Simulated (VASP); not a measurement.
TaN: single point with LDA

TaN:

```
Ta N
1.0
     0.00000    2.17385    2.17385
     2.17385    0.00000    2.17385
     2.17385    2.17385    0.00000
Ta N
1 1
Direct
  0.50000 0.50000 0.50000
  0.00000 0.00000 0.00000
```

```json
{"Program": "VASP 6.6.1", "Task": "single point", "Functional": "LDA", "Potentials or basis": "VASP PAW LDA potentials, release 64 (Ta_pv, N)", "Cutoff": "520 eV", "k mesh": "10 × 10 × 10", "Occupations": "fermi-dirac, width 0.05 eV", "Spin": "no spin polarisation", "Dipole correction": "no", "Further INCAR settings": "ALGO = Normal; EDIFF = 1e-06; NBANDS = 15"}
```

The pressure is 2.1 GPa. The band gap on the k mesh is zero (band 8 reaches 11.78 eV, above the bottom of band 9 at 7.56 eV).

Levels at points of the mesh, in eV from the Fermi level:
| k point | band 4 | band 5 | band 6 | band 7 | band 8 | band 9 | band 10 | band 11 | band 12 | band 13 |
| --- | --- | --- | --- | --- | --- | --- | --- | --- | --- | --- |
| (0.00, 0.00, 0.00) | -18.90 | -3.88 | -3.88 | -3.88 | -2.26 | -2.26 | -2.26 | -0.02 | -0.02 | 2.02 |
| (0.50, 0.00, 0.00) | -15.57 | -10.64 | -7.84 | -7.84 | 1.96 | 1.96 | 2.08 | 4.04 | 7.85 | 7.85 |
| (0.50, 0.50, 0.00) | -17.63 | -6.62 | -5.74 | -4.66 | -4.66 | 2.13 | 3.70 | 3.70 | 4.97 | 7.15 |

Wall time 4.7 s on 1 thread of Intel Xeon 6975P-C, with other jobs on the host, peak memory 0.14 GiB.

Caveat: spin-orbit coupling is left out, which moves the levels of the heavy elements.
